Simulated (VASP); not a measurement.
# NaCl (I-4m2) in VASP: a series of runs

The runs below take NaCl through single point, with r2SCAN.

All numbers are computed with VASP 6.6.1; they aren't measurements. Logs are shortened: lines on timing, memory, paths and dates and some standing lists are left out, and cuts for length are marked.

### 1 The cell of the first run

It takes space group I-4m2 (No. 119, tetragonal). The conventional cell has a = 4.545 Å, b = 4.545 Å, c = 5.651 Å, α = 90.00°, β = 90.00°, γ = 90.00°. Na (site symmetry -4m2) has 4 Cl at 2.68 Å within 3.5 Å. Within 3.5 Å of Cl (site symmetry -4m2) lie 4 Na at 2.68 Å.

### 2 Single point, r2SCAN (epitaxial xy strain +4.1%)

Contents of POSCAR:

```
NaCl
1.0
    0.0000000000      3.2135422348      2.8254229460
    3.2135422348      0.0000000000      2.8254229460
    3.2135422348      3.2135422348      0.0000000000
Na Cl
1 1
Direct
    0.0000000000      0.0000000000      0.0000000000
    0.2500000000      0.2500000000      0.2500000000
```

Contents of INCAR.step1:

```
SYSTEM = NaCl
PREC     = Accurate       ! precision mode
ENCUT    = 520            ! plane-wave cutoff, eV
ISMEAR   = 0              ! smearing method
SIGMA    = 0.01           ! smearing width, eV
LREAL    = .FALSE.        ! projectors in reciprocal space
LASPH    = .TRUE.         ! aspherical terms in the spheres
NELM     = 100            ! most SCF steps
NBANDS   = 14             ! bands
GGA      = PE             ! functional
ALGO     = Normal         ! electronic algorithm
EDIFF    = 1E-4           ! SCF threshold, eV
LWAVE    = .TRUE.         ! write WAVECAR
LCHARG   = .FALSE.        ! write CHGCAR
```

Contents of INCAR.step2:

```
SYSTEM = NaCl
PREC     = Accurate       ! precision mode
ENCUT    = 520            ! plane-wave cutoff, eV
EDIFF    = 1E-6           ! SCF threshold, eV
ISMEAR   = 0              ! smearing method
SIGMA    = 0.01           ! smearing width, eV
LREAL    = .FALSE.        ! projectors in reciprocal space
LASPH    = .TRUE.         ! aspherical terms in the spheres
NELM     = 100            ! most SCF steps
ALGO     = Normal         ! electronic algorithm
ISIF     = 2              ! what is computed and relaxed
LWAVE    = .FALSE.        ! write WAVECAR
LCHARG   = .FALSE.        ! write CHGCAR
METAGGA  = R2SCAN         ! meta-GGA
LMIXTAU  = .TRUE.       
NBANDS   = 14             ! bands
ISTART   = 1
```

Contents of KPOINTS:

```
regular mesh
0
G
  8 8 8
  0 0 0
```

Potentials or basis: VASP PAW PBE potentials, release 64 (Na_pv, Cl).

Command:

```sh
> cat potpaw_PBE.64/Na_pv/POTCAR potpaw_PBE.64/Cl/POTCAR > POTCAR
> cp INCAR.step1 INCAR
> mpirun -np 1 vasp_std > vasp.out
> cp INCAR.step2 INCAR
> mpirun -np 1 vasp_std > vasp.out
```

OUTCAR:

```text
SYSTEM = NaCl
   PREC = Accurate
   ENCUT = 520
   EDIFF = 1E-6
   ISMEAR = 0
   LREAL = .FALSE.
   LASPH = .TRUE.
   NELM = 100
   ISIF = 2
   METAGGA = R2SCAN
   ISTART = 1

 ion  position               nearest neighbor table
   1  0.000  0.000  0.000-   2 2.68   2 2.68   2 2.68   2 2.68
   2  0.250  0.250  0.250-   1 2.68   1 2.68   1 2.68   1 2.68

  LATTYP: Found a body centered tetragonal cell.
 ALAT       =     4.5446350117
 C/A-ratio  =     1.2434102799

  Lattice vectors:

 A1 = (   0.0000000000,  -3.2135422348,  -2.8254229460)
 A2 = (   0.0000000000,   3.2135422348,  -2.8254229460)
 A3 = (   3.2135422348,   0.0000000000,   2.8254229460)

Analysis of symmetry for initial positions (statically):
=====================================================================
 Subroutine PRICEL returns:
 Original cell was already a primitive cell.

 Routine SETGRP: Setting up the symmetry group for a
 body centered tetragonal supercell.

 Subroutine GETGRP returns: Found  8 space group operations
 (whereof  8 operations were pure point group operations)
 out of a pool of 16 trial point group operations.

The static configuration has the point symmetry D_2d.

Analysis of symmetry for dynamics (positions and initial velocities):
=====================================================================
 Subroutine PRICEL returns:
 Original cell was already a primitive cell.

 Routine SETGRP: Setting up the symmetry group for a
 body centered tetragonal supercell.

 Subroutine GETGRP returns: Found  8 space group operations
 (whereof  8 operations were pure point group operations)
 out of a pool of 16 trial point group operations.

The dynamic configuration has the point symmetry D_2d.

 Subroutine INISYM returns: Found  8 space group operations
 (whereof  8 operations are pure point group operations),
 and found     1 'primitive' translations

----------------------------------------------------------------------------------------

                                     Primitive cell

  volume of cell :      58.3555

  direct lattice vectors                    reciprocal lattice vectors
     0.000000000  3.213542235  2.825422946    -0.155591545  0.155591545  0.176964656
     3.213542235  0.000000000  2.825422946     0.155591545 -0.155591545  0.176964656
     3.213542235  3.213542235  0.000000000     0.155591545  0.155591545 -0.176964656

  length of vectors
     4.279003216  4.279003216  4.544635012     0.282372001  0.282372001  0.282372001

  position of ions in fractional coordinates (direct lattice)
     0.000000000  0.000000000  0.000000000
     0.250000000  0.250000000  0.250000000

  ion indices of the primitive-cell ions
   primitive index   ion index
                 1           1
                 2           2

----------------------------------------------------------------------------------------

 KPOINTS: regular mesh

Automatic generation of k-mesh.
 Grid dimensions read from file:
 generate k-points for:    8    8    8

 Generating k-lattice:

  Cartesian coordinates                     Fractional coordinates (reciprocal lattice)
    -0.019448943  0.019448943  0.022120582     0.125000000  0.000000000  0.000000000
     0.019448943 -0.019448943  0.022120582     0.000000000  0.125000000  0.000000000
     0.019448943  0.019448943 -0.022120582     0.000000000  0.000000000  0.125000000

  Length of vectors
     0.035296500  0.035296500  0.035296500

  Shift w.r.t. Gamma in fractional coordinates (k-lattice)
     0.000000000  0.000000000  0.000000000

 Subroutine IBZKPT returns following result:
 ===========================================

 Found     59 irreducible k-points:

 Following reciprocal coordinates:
            Coordinates               Weight
  0.000000  0.000000  0.000000      1.000000
  0.125000  0.000000  0.000000      8.000000
  0.250000  0.000000  0.000000      8.000000
  0.375000  0.000000  0.000000      8.000000
  0.500000  0.000000  0.000000      4.000000
  0.125000  0.125000  0.000000      2.000000
[... 16 lines left out ...]
  0.250000  0.000000  0.125000     16.000000
  0.375000  0.000000  0.125000     16.000000
 [... further k-points ...]
   k-points           NKPTS =     59   k-points in BZ     NKDIM =     59   number of bands    NBANDS=     14
   number of dos      NEDOS =    301   number of ions     NIONS =      2
   total plane-waves  NPLWV =  36864
   dimension x,y,z NGX =    32 NGY =   32 NGZ =   36
   dimension x,y,z NGXF=    64 NGYF=   64 NGZF=   72
   ions per type =               1   1
   NGX,Y,Z   is equivalent  to a cutoff of  12.43, 12.43, 13.17 a.u.
   NGXF,Y,Z  is equivalent  to a cutoff of  24.86, 24.86, 26.34 a.u.
 SYSTEM =  NaCl
   PREC   = accura    normal or accurate (medium, high low for compatibility)
   ISTART =      1    job   : 0-new  1-cont  2-samecut
   ICHARG =      0    charge: 1-file 2-atom 10-const
   ISPIN  =      1    spin polarized calculation?
   LNONCOLLINEAR =      F non collinear calculations
   LSORBIT =      F    spin-orbit coupling
   LASPH  =      T    aspherical Exc in radial PAW
   ENCUT  =  520.0 eV  38.22 Ry    6.18 a.u.   7.96  7.96  8.45*2*pi/ulx,y,z
   NELM   =    100;   NELMIN=  2; NELMDL=  0     # of ELM steps
   EDIFF  = 0.1E-05   stopping-criterion for ELM
   LREAL  =      F    real-space projection
   EDIFFG = 0.1E-04   stopping-criterion for IOM
   NSW    =      0    number of steps for IOM
   IBRION =     -1    ionic relax: 0-MD 1-quasi-New 2-CG
   NFREE  =      0    steps in history (QN), initial steepest desc. (CG)
   ISIF   =      2    stress and relaxation
   ISYM   =      2    0-nonsym 1-usesym 2-fastsym
   POTIM  = 0.5000    time-step for ionic-motion
   TEBEG  =    0.0;   TEEND  =   0.0 temperature during run
   PSTRESS=    0.0 pullay stress
   NELECT =      14.0000    total number of electrons
   NUPDOWN=      -1.0000    fix difference up-down
   EMIN   =  10.00;   EMAX   =-10.00  energy-range for DOS
   EFERMI =   0.00;   METHOD = LEGACY
   ISMEAR =     0;   SIGMA  =   0.01  broadening in eV -4-tet -1-fermi 0-gaus
   EFERMI_NEDOS =   21; number of points for ismear=-14 and -15
   IALGO  =     38    algorithm
   IMIX   =      4    mixing-type and parameters
     AMIX     =   0.40;   BMIX     =  1.00
     AMIX_MAG =   1.60;   BMIX_MAG =  1.00
  volume/ion in A,a.u.               =      29.18       196.90
  Fermi-wavevector in a.u.,A,eV,Ry     =   1.017241  1.922306 14.079015  1.034778
  Thomas-Fermi vector in A             =   2.150630
   LORBIT       =      0    0 simple, 1 ext, 2 COOP (PROOUT), +10 PAW based schemes
   METAGGA = R2SCAN    functional components
   LHFCALC =     F    Hartree Fock is set to
   AEXX    =    0.0000 exact exchange contribution
   IVDW    =     0    specifies the selected vdW correction
   LEPSILON=     F    determine dielectric tensor
   LRPA    =     F    only Hartree local field effects (RPA)
 non-spin polarized calculation
 Gauss-broadening in eV      SIGMA  =   0.01
  energy-cutoff  :      520.00
  volume of cell :       58.36
 maximum number of plane-waves:      1592
   NGX = 15   NGY = 15   NGZ = 17

 number of electron      13.9999993 magnetization

 Free energy of the ion-electron system (eV)
  ---------------------------------------------------
  ext. energy  EPLUGINS =         0.00000000
  ---------------------------------------------------
  free energy    TOTEN  =       -13.55967726 eV

  energy without entropy =      -13.55967726  energy(sigma->0) =      -13.55967726

 E-fermi :  -2.6019     XC(G=0):  -7.3044

 val. band max:       -2.7250256814   @ k =   0.0000   0.0000   0.0000
 cond. band min:       2.7707736083   @ k =   0.0000   0.0000   0.0000
 fundamental gap:      5.4957992897
 Fermi energy:        -2.6019395034

 k-point     1 :       0.0000    0.0000    0.0000
  band No.  band energies     occupation
      1     -24.1085      2.00000
      2     -24.0966      2.00000
      3     -24.0960      2.00000
      4     -15.4649      2.00000
      5      -2.8147      2.00000
      6      -2.8146      2.00000
      7      -2.7250      2.00000
      8       2.7708      0.00000
      9       9.2680      0.00000
     10       9.2685      0.00000
     11       9.5560      0.00000
     12      10.1184      0.00000
     13      11.3770      0.00000
     14      12.7574      0.00000

 k-point     2 :       0.1250    0.0000    0.0000
  band No.  band energies     occupation
      1     -24.1095      2.00000
      2     -24.0974      2.00000
      3     -24.0969      2.00000
      4     -15.4432      2.00000
      5      -2.9795      2.00000
      6      -2.8408      2.00000
      7      -2.7556      2.00000
      8       3.1352      0.00000
      9       8.9027      0.00000
     10       9.2178      0.00000
     11       9.5905      0.00000
     12      10.0116      0.00000
     13      10.8764      0.00000
     14      13.0479      0.00000

 k-point     3 :       0.2500    0.0000    0.0000
  band No.  band energies     occupation
      1     -24.1125      2.00000
      2     -24.0999      2.00000
      3     -24.0978      2.00000
      4     -15.3901      2.00000
      5      -3.3760      2.00000
      6      -2.9028      2.00000
      7      -2.7694      2.00000
      8       4.0084      0.00000
      9       8.0019      0.00000
     10       8.6845      0.00000
     11       9.7079      0.00000
     12      10.7176      0.00000
     13      10.7539      0.00000
     14      12.3907      0.00000

 k-point     4 :       0.3750    0.0000    0.0000
  band No.  band energies     occupation
      1     -24.1163      2.00000
      2     -24.1015      2.00000
      3     -24.0986      2.00000
      4     -15.3363      2.00000
      5      -3.7184      2.00000
      6      -2.9629      2.00000
      7      -2.7786      2.00000
      8       4.9720      0.00000
      9       7.1866      0.00000
     10       8.2332      0.00000
     11       9.4561      0.00000
     12      11.3997      0.00000
     13      12.0526      0.00000
     14      12.3901      0.00000

 k-point     5 :       0.5000    0.0000    0.0000
  band No.  band energies     occupation
      1     -24.1180      2.00000
      2     -24.1021      2.00000
      3     -24.0989      2.00000
      4     -15.3138      2.00000
      5      -3.8482      2.00000
      6      -2.9873      2.00000
      7      -2.7821      2.00000
      8       5.4967      0.00000
      9       6.7632      0.00000
     10       8.0734      0.00000
     11       9.2861      0.00000
[... 276 lines left out ...]
 k-point    22 :       0.1250    0.0000    0.1250
  band No.  band energies     occupation
      1     -24.1092      2.00000
      2     -24.0988      2.00000
      3     -24.0966      2.00000
      4     -15.4380      2.00000
      5      -3.0055      2.00000
      6      -2.8407      2.00000
      7      -2.7725      2.00000
      8       3.2068      0.00000
      9       8.8294      0.00000
     10       9.2134      0.00000
     11       9.5449      0.00000
     12       9.6417      0.00000
     13      11.0951      0.00000
     14      13.1668      0.00000

 k-point    23 :       0.2500    0.0000    0.1250
  band No.  band energies     occupation
      1     -24.1109      2.00000
      2     -24.1013      2.00000
      3     -24.0974      2.00000
      4     -15.3969      2.00000
      5      -3.2782      2.00000
      6      -2.8926      2.00000
      7      -2.8150      2.00000
      8       3.8655      0.00000
      9       8.1433      0.00000
     10       8.5537      0.00000
     11       9.6732      0.00000
     12      10.1406      0.00000
     13      11.2408      0.00000
     14      13.5069      0.00000

 k-point    24 :       0.3750    0.0000    0.1250
  band No.  band energies     occupation
      1     -24.1145      2.00000
      2     -24.1030      2.00000
      3     -24.0984      2.00000
      4     -15.3433      2.00000
      5      -3.5952      2.00000
      6      -2.9836      2.00000
      7      -2.8368      2.00000
      8       4.8030      0.00000
      9       7.2714      0.00000
     10       8.2196      0.00000
     11       9.5740      0.00000
     12      11.0711      0.00000
     13      11.8860      0.00000
     14      13.0632      0.00000

 [... further k-points ...]

------------------------ aborting loop because EDIFF is reached ----------------------------------------

  FORCE on cell =-STRESS in cart. coord.  units (eV):
  Direction    XX          YY          ZZ          XY          YZ          ZX
  --------------------------------------------------------------------------------------
  -------------------------------------------------------------------------------------
  Total       -0.0454765     -0.0454765     -0.0373725      0.0000000      0.0000000      0.0000000
  in kB       -1.2485805     -1.2485805     -1.0260788      0.0000000      0.0000000      0.0000000
  external PRESSURE =      -1.1744132 kB  Pullay stress =       0.0000000 kB

 VOLUME and BASIS-vectors are now :
 -----------------------------------------------------------------------------
  energy-cutoff  :      520.00
  volume of cell :       58.36
      direct lattice vectors                 reciprocal lattice vectors
     0.000000000  3.213542235  2.825422946    -0.155591545  0.155591545  0.176964656
     3.213542235  0.000000000  2.825422946     0.155591545 -0.155591545  0.176964656
     3.213542235  3.213542235  0.000000000     0.155591545  0.155591545 -0.176964656

 POSITION                                       TOTAL-FORCE (eV/Angst)
 -----------------------------------------------------------------------------------
      0.00000      0.00000      0.00000        -0.000000     -0.000000      0.000000
      1.60677      1.60677      1.41271         0.000000      0.000000     -0.000000
 -----------------------------------------------------------------------------------
    total drift:                               -0.000833     -0.000833     -0.000873

  FREE ENERGIE OF THE ION-ELECTRON SYSTEM (eV)
  ---------------------------------------------------
  free  energy   TOTEN  =       -13.5596772630 eV

  energy  without entropy=      -13.5596772630  energy(sigma->0) =      -13.55967726
```

Run time: 3.3 min. Hardware: 1 thread of AMD EPYC 7R43 (Zen 3), shared host; peak memory 0.17 GiB.

What came out:

```
Free energy            : -13.5597 eV
Pressure               : -0.1 GPa
Band gap on the k mesh : 5.50 eV
```

Caveat: the cell differs from its parent crystal (epitaxial xy strain +4.1%); the structure was generated, so it needn't be the stable form of NaCl; the PAW data sets were made with another functional, which shifts forces and pressure a little. A k mesh can miss the band edges.

### 3 Single point, r2SCAN (biaxial xy strain +4.2%)

Contents of POSCAR:

```
NaCl
1.0
    0.0000000000      3.2184818713      3.0872727782
    3.2184818713      0.0000000000      3.0872727782
    3.2184818713      3.2184818713      0.0000000000
Na Cl
1 1
Direct
    0.0000000000      0.0000000000      0.0000000000
    0.2500000000      0.2500000000      0.2500000000
```

Contents of INCAR.step1:

```
  PREC = Accurate
  ENCUT = 520
  ISMEAR = 0
  SIGMA = 0.01
  LREAL = False
  LASPH = True
  NELM = 100
  NBANDS = 14
  GGA = PE
  ALGO = Normal
  EDIFF = 1E-4
  LWAVE = True
  LCHARG = False
```

Contents of INCAR.step2:

```
  PREC = Accurate
  ENCUT = 520
  EDIFF = 1E-7
  ISMEAR = 0
  SIGMA = 0.01
  LREAL = False
  LASPH = True
  NELM = 100
  ALGO = Normal
  ISIF = 2
  LWAVE = False
  LCHARG = True
  METAGGA = R2SCAN
  LMIXTAU = True
  LELF = True
  LVHAR = True
  NBANDS = 14
  ISTART = 1
```

Contents of KPOINTS:

```
Automatic mesh
0
Gamma
  8 8 8
```

Potentials or basis: VASP PAW PBE potentials, release 64 (Na_pv, Cl).

Command:

```sh
> cat potpaw_PBE.64/Na_pv/POTCAR potpaw_PBE.64/Cl/POTCAR > POTCAR
> cp INCAR.step1 INCAR
> mpirun -np 1 vasp_std > vasp.out
> cp INCAR.step2 INCAR
> mpirun -np 1 vasp_std > vasp.out
```

Run time: 9.5 min. Hardware: 1 thread of AMD EPYC 7R43 (Zen 3), shared host; peak memory 0.19 GiB.

The run converged. Its results:

- Free energy: -13.5344 eV
- Pressure: -1.4 GPa
- Band gap on the k mesh: 5.35 eV

Stress tensor (GPa, compression positive):
```
-1.46  0.00  0.00
 0.00 -1.46  0.00
 0.00  0.00 -1.29
```

Levels at points of the mesh, in eV from the valence-band top:
| k point | band 3 | band 4 | band 5 | band 6 | band 7 | band 8 | band 9 | band 10 | band 11 | band 12 |
| --- | --- | --- | --- | --- | --- | --- | --- | --- | --- | --- |
| (0.00, 0.00, 0.00) | -21.54 | -12.60 | -0.04 | -0.04 | 0.00 | 5.35 | 11.76 | 11.76 | 11.84 | 13.21 |
| (0.50, 0.00, 0.00) | -21.54 | -12.49 | -0.93 | -0.14 | -0.07 | 8.05 | 9.07 | 10.98 | 11.33 | 14.54 |
| (0.50, 0.50, 0.00) | -21.54 | -12.45 | -0.81 | -0.33 | -0.33 | 7.42 | 9.50 | 11.21 | 13.29 | 13.29 |
| (0.50, 0.00, 0.50) | -21.54 | -12.46 | -0.87 | -0.27 | -0.26 | 7.40 | 9.70 | 10.79 | 13.31 | 13.78 |

Caveat: the cell differs from its parent crystal (biaxial xy strain +4.2%); the structure was generated, so it needn't be the stable form of NaCl; the PAW data sets were made with another functional, which shifts forces and pressure a little. A k mesh can miss the band edges.
